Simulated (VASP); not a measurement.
# InAs (Fm-3m) in VASP: a series of runs, part 2 of 2

VASP 6.6.1. The steps go on from the part before.

### Step 5. Single point, r2SCAN+rVV10

This run uses another cell than the first one, of 20.88 Å³/atom.

Input file POSCAR:

```
InAs
1.0
    0.0000000000      2.7535100108      2.7535100108
    2.7535100108      0.0000000000      2.7535100108
    2.7535100108      2.7535100108      0.0000000000
In As
1 1
Direct
    0.5000000000      0.5000000000      0.5000000000
    0.0000000000      0.0000000000      0.0000000000
```

Input file INCAR.step1:

```
SYSTEM = InAs
PREC     = Accurate       ! precision mode
ENCUT    = 550            ! plane-wave cutoff, eV
ISMEAR   = 0              ! smearing method
SIGMA    = 0.1            ! smearing width, eV
LREAL    = .False.        ! projectors in reciprocal space
LASPH    = .True.         ! aspherical terms in the spheres
NELM     = 120            ! most SCF steps
NBANDS   = 16             ! bands
GGA      = PE             ! functional
ALGO     = Normal         ! electronic algorithm
EDIFF    = 1E-5           ! SCF threshold, eV
LWAVE    = .True.         ! write WAVECAR
LCHARG   = .False.        ! write CHGCAR
GGA_COMPAT= .False.
```

Input file INCAR.step2:

```
SYSTEM = InAs
PREC     = Accurate       ! precision mode
ENCUT    = 550            ! plane-wave cutoff, eV
EDIFF    = 1E-6           ! SCF threshold, eV
ISMEAR   = 0              ! smearing method
SIGMA    = 0.1            ! smearing width, eV
LREAL    = .False.        ! projectors in reciprocal space
LASPH    = .True.         ! aspherical terms in the spheres
NELM     = 120            ! most SCF steps
ALGO     = Normal         ! electronic algorithm
ISIF     = 2              ! what is computed and relaxed
LWAVE    = .False.        ! write WAVECAR
LCHARG   = .False.        ! write CHGCAR
METAGGA  = R2SCAN         ! meta-GGA
LMIXTAU  = .True.       
LUSE_VDW = .True.       
IVDW_NL  = 2            
BPARAM   = 11.95        
CPARAM   = 0.0093       
NBANDS   = 16             ! bands
ISTART   = 1            
GGA_COMPAT= .False.
```

Input file KPOINTS:

```
regular mesh
0
Gamma
  14 14 14
  0 0 0
```

Potentials or basis: VASP PAW PBE potentials, release 64 (In_d, As).

Command:

```sh
cat potpaw_PBE.64/In_d/POTCAR potpaw_PBE.64/As/POTCAR > POTCAR
cp INCAR.step1 INCAR
mpirun -np 1 vasp_std > vasp.out
cp INCAR.step2 INCAR
mpirun -np 1 vasp_std > vasp.out
```

OUTCAR:

```text
SYSTEM = InAs
   PREC = Accurate
   ENCUT = 550
   EDIFF = 1E-6
   ISMEAR = 0
   LREAL = .False.
   LASPH = .True.
   NELM = 120
   ISIF = 2
   METAGGA = R2SCAN
   IVDW_NL = 2
   BPARAM = 11.95
   ISTART = 1

 ion  position               nearest neighbor table
   1  0.500  0.500  0.500-   2 2.75   2 2.75   2 2.75   2 2.75   2 2.75   2 2.75
   2  0.000  0.000  0.000-   1 2.75   1 2.75   1 2.75   1 2.75   1 2.75   1 2.75

  LATTYP: Found a face centered cubic cell.
 ALAT       =     5.5070200216

  Lattice vectors:

 A1 = (   0.0000000000,   2.7535100108,   2.7535100108)
 A2 = (   2.7535100108,   0.0000000000,   2.7535100108)
 A3 = (   2.7535100108,   2.7535100108,   0.0000000000)

Analysis of symmetry for initial positions (statically):
=====================================================================
 Subroutine PRICEL returns:
 Original cell was already a primitive cell.

 Routine SETGRP: Setting up the symmetry group for a
 face centered cubic supercell.

 Subroutine GETGRP returns: Found 48 space group operations
 (whereof 48 operations were pure point group operations)
 out of a pool of 48 trial point group operations.

The static configuration has the point symmetry O_h .

Analysis of symmetry for dynamics (positions and initial velocities):
=====================================================================
 Subroutine PRICEL returns:
 Original cell was already a primitive cell.

 Routine SETGRP: Setting up the symmetry group for a
 face centered cubic supercell.

 Subroutine GETGRP returns: Found 48 space group operations
 (whereof 48 operations were pure point group operations)
 out of a pool of 48 trial point group operations.

The dynamic configuration has the point symmetry O_h .

 Subroutine INISYM returns: Found 48 space group operations
 (whereof 48 operations are pure point group operations),
 and found     1 'primitive' translations

----------------------------------------------------------------------------------------

                                     Primitive cell

  volume of cell :      41.7532

  direct lattice vectors                    reciprocal lattice vectors
     0.000000000  2.753510011  2.753510011    -0.181586411  0.181586411  0.181586411
     2.753510011  0.000000000  2.753510011     0.181586411 -0.181586411  0.181586411
     2.753510011  2.753510011  0.000000000     0.181586411  0.181586411 -0.181586411

  length of vectors
     3.894051201  3.894051201  3.894051201     0.314516889  0.314516889  0.314516889

  position of ions in fractional coordinates (direct lattice)
     0.500000000  0.500000000  0.500000000
     0.000000000  0.000000000  0.000000000

  ion indices of the primitive-cell ions
   primitive index   ion index
                 1           1
                 2           2

----------------------------------------------------------------------------------------

 KPOINTS: regular mesh

Automatic generation of k-mesh.
 Grid dimensions read from file:
 generate k-points for:   14   14   14

 Generating k-lattice:

  Cartesian coordinates                     Fractional coordinates (reciprocal lattice)
    -0.012970458  0.012970458  0.012970458     0.071428571  0.000000000  0.000000000
     0.012970458 -0.012970458  0.012970458     0.000000000  0.071428571  0.000000000
     0.012970458  0.012970458 -0.012970458     0.000000000  0.000000000  0.071428571

  Length of vectors
     0.022465492  0.022465492  0.022465492

  Shift w.r.t. Gamma in fractional coordinates (k-lattice)
     0.000000000  0.000000000  0.000000000

 Subroutine IBZKPT returns following result:
 ===========================================

 Found    104 irreducible k-points:

 Following reciprocal coordinates:
            Coordinates               Weight
  0.000000  0.000000  0.000000      1.000000
  0.071429  0.000000  0.000000      8.000000
  0.142857  0.000000  0.000000      8.000000
  0.214286  0.000000  0.000000      8.000000
  0.285714  0.000000  0.000000      8.000000
  0.357143  0.000000  0.000000      8.000000
[... 16 lines left out ...]
  0.214286  0.142857  0.000000     24.000000
  0.285714  0.142857  0.000000     24.000000
 [... further k-points ...]
   k-points           NKPTS =    104   k-points in BZ     NKDIM =    104   number of bands    NBANDS=     16
   number of dos      NEDOS =    301   number of ions     NIONS =      2
   total plane-waves  NPLWV =  27000
   dimension x,y,z NGX =    30 NGY =   30 NGZ =   30
   dimension x,y,z NGXF=    60 NGYF=   60 NGZF=   60
   ions per type =               1   1
   NGX,Y,Z   is equivalent  to a cutoff of  12.81, 12.81, 12.81 a.u.
   NGXF,Y,Z  is equivalent  to a cutoff of  25.62, 25.62, 25.62 a.u.
 SYSTEM =  InAs
   PREC   = accura    normal or accurate (medium, high low for compatibility)
   ISTART =      1    job   : 0-new  1-cont  2-samecut
   ICHARG =      0    charge: 1-file 2-atom 10-const
   ISPIN  =      1    spin polarized calculation?
   LNONCOLLINEAR =      F non collinear calculations
   LSORBIT =      F    spin-orbit coupling
   LASPH  =      T    aspherical Exc in radial PAW
   ENCUT  =  550.0 eV  40.42 Ry    6.36 a.u.   7.45  7.45  7.45*2*pi/ulx,y,z
   NELM   =    120;   NELMIN=  2; NELMDL=  0     # of ELM steps
   EDIFF  = 0.1E-05   stopping-criterion for ELM
   LREAL  =      F    real-space projection
   EDIFFG = 0.1E-04   stopping-criterion for IOM
   NSW    =      0    number of steps for IOM
   IBRION =     -1    ionic relax: 0-MD 1-quasi-New 2-CG
   NFREE  =      0    steps in history (QN), initial steepest desc. (CG)
   ISIF   =      2    stress and relaxation
   ISYM   =      2    0-nonsym 1-usesym 2-fastsym
   POTIM  = 0.5000    time-step for ionic-motion
   TEBEG  =    0.0;   TEEND  =   0.0 temperature during run
   PSTRESS=    0.0 pullay stress
   NELECT =      18.0000    total number of electrons
   NUPDOWN=      -1.0000    fix difference up-down
   EMIN   =  10.00;   EMAX   =-10.00  energy-range for DOS
   EFERMI =   0.00;   METHOD = LEGACY
   ISMEAR =     0;   SIGMA  =   0.10  broadening in eV -4-tet -1-fermi 0-gaus
   EFERMI_NEDOS =   21; number of points for ismear=-14 and -15
   IALGO  =     38    algorithm
   IMIX   =      4    mixing-type and parameters
     AMIX     =   0.40;   BMIX     =  1.00
     AMIX_MAG =   1.60;   BMIX_MAG =  1.00
  volume/ion in A,a.u.               =      20.88       140.88
  Fermi-wavevector in a.u.,A,eV,Ry     =   1.236713  2.337049 20.809561  1.529460
  Thomas-Fermi vector in A             =   2.371310
   LORBIT       =      0    0 simple, 1 ext, 2 COOP (PROOUT), +10 PAW based schemes
   METAGGA = R2SCAN    functional components
   LHFCALC =     F    Hartree Fock is set to
   AEXX    =    0.0000 exact exchange contribution
   IVDW_NL    =     2    kernel type
   BPARAM     =11.9500
   IVDW    =     0    specifies the selected vdW correction
   LEPSILON=     F    determine dielectric tensor
   LRPA    =     F    only Hartree local field effects (RPA)
 non-spin polarized calculation
 Gauss-broadening in eV      SIGMA  =   0.10
  energy-cutoff  :      550.00
  volume of cell :       41.75
 maximum number of plane-waves:      1243
 NGX is ok and might be reduce to    30
   NGX = 15   NGY = 15   NGZ = 15

 number of electron      18.0000006 magnetization

 Free energy of the ion-electron system (eV)
  ---------------------------------------------------
  ext. energy  EPLUGINS =         0.00000000
  ---------------------------------------------------
  free energy    TOTEN  =       -37.05424633 eV

  energy without entropy =      -37.04871287  energy(sigma->0) =      -37.05147960

 E-fermi :   7.2688     XC(G=0): -11.3647

 val. band max:        7.2619320156   @ k =   0.3571   0.1429   0.0714
 cond. band min:       7.2764630272   @ k =  -0.3571   0.1429   0.0000
 fundamental gap:      0.0145310116
 Fermi energy:         7.2687643599

 k-point     1 :       0.0000    0.0000    0.0000
  band No.  band energies     occupation
      1      -7.7326      2.00000
      2      -7.7326      2.00000
      3      -7.6884      2.00000
      4      -7.6884      2.00000
      5      -7.6884      2.00000
      6      -6.2701      2.00000
[... 8 lines left out ...]
     15      16.0915      0.00000
     16      16.0915      0.00000
[... 419 lines left out ...]
 k-point    24 :       0.2857    0.1429    0.0000
  band No.  band energies     occupation
      1      -7.8590      2.00000
      2      -7.7379      2.00000
      3      -7.7033      2.00000
      4      -7.6479      2.00000
      5      -7.6333      2.00000
      6      -5.2427      2.00000
[... 8 lines left out ...]
     15      18.2169      0.00000
     16      18.4713      0.00000

 [... further k-points ...]
[... 5 lines left out ...]
  --------------------------------------------------------------------------------------
  -------------------------------------------------------------------------------------
  Total        2.0633415      2.0633415      2.0633415     -0.0000000      0.0000000     -0.0000000
  in kB       79.1756633     79.1756633     79.1756633     -0.0000000      0.0000000     -0.0000000
  external PRESSURE =      79.1756633 kB  Pullay stress =       0.0000000 kB

 VOLUME and BASIS-vectors are now :
 -----------------------------------------------------------------------------
  energy-cutoff  :      550.00
  volume of cell :       41.75
      direct lattice vectors                 reciprocal lattice vectors
     0.000000000  2.753510011  2.753510011    -0.181586411  0.181586411  0.181586411
     2.753510011  0.000000000  2.753510011     0.181586411 -0.181586411  0.181586411
     2.753510011  2.753510011  0.000000000     0.181586411  0.181586411 -0.181586411

 POSITION                                       TOTAL-FORCE (eV/Angst)
 -----------------------------------------------------------------------------------
      2.75351      2.75351      2.75351         0.000000      0.000000      0.000000
      0.00000      0.00000      0.00000        -0.000000     -0.000000     -0.000000
 -----------------------------------------------------------------------------------
    total drift:                                0.000000      0.000000      0.000000

  FREE ENERGIE OF THE ION-ELECTRON SYSTEM (eV)
  ---------------------------------------------------
  free  energy   TOTEN  =       -37.0542463260 eV

  energy  without entropy=      -37.0487128695  energy(sigma->0) =      -37.05147960
```

Run time: 2.8 min. Hardware: 1 thread of Intel Xeon 6975P-C (Granite Rapids), shared host; peak memory 0.33 GiB.

What came out:

| Item | Value |
| --- | --- |
| Free energy | -37.0542 eV |
| Pressure | 7.9 GPa |
| Band gap on the k mesh | zero (bands 9 and 10 overlap by 3.05 eV) |

Caveat: the cell stands under pressure; the PAW data sets were made with another functional, which shifts forces and pressure a little; spin-orbit coupling is left out, which moves the levels of the heavy elements.

### Step 6. Summary

| cell | gap on the mesh (eV) | pressure (GPa) |
| --- | --- | --- |
| a = 3.738 Å, angles 60.0°, 2 atoms | none | 25.8 |
| a = 3.785 Å, angles 60.0°, 2 atoms | none | 19.4 |
| a = 3.840 Å, angles 60.0°, 2 atoms | none | 13.0 |
| a = 3.894 Å, angles 60.0°, 2 atoms | none | 7.9 |

Alike in all rows: task single point; level r2SCAN+rVV10; potentials or basis VASP PAW PBE potentials, release 64 (In_d, As); no spin polarisation; k mesh 14 × 14 × 14; cutoff (eV) 550; smearing gaussian 0.1 eV.

Caveats: the cell stands under pressure; the PAW data sets were made with another functional, which shifts forces and pressure a little; spin-orbit coupling is left out, which moves the levels of the heavy elements.

Total energies depend on the potentials used, so only differences within one code and one set of settings carry meaning.
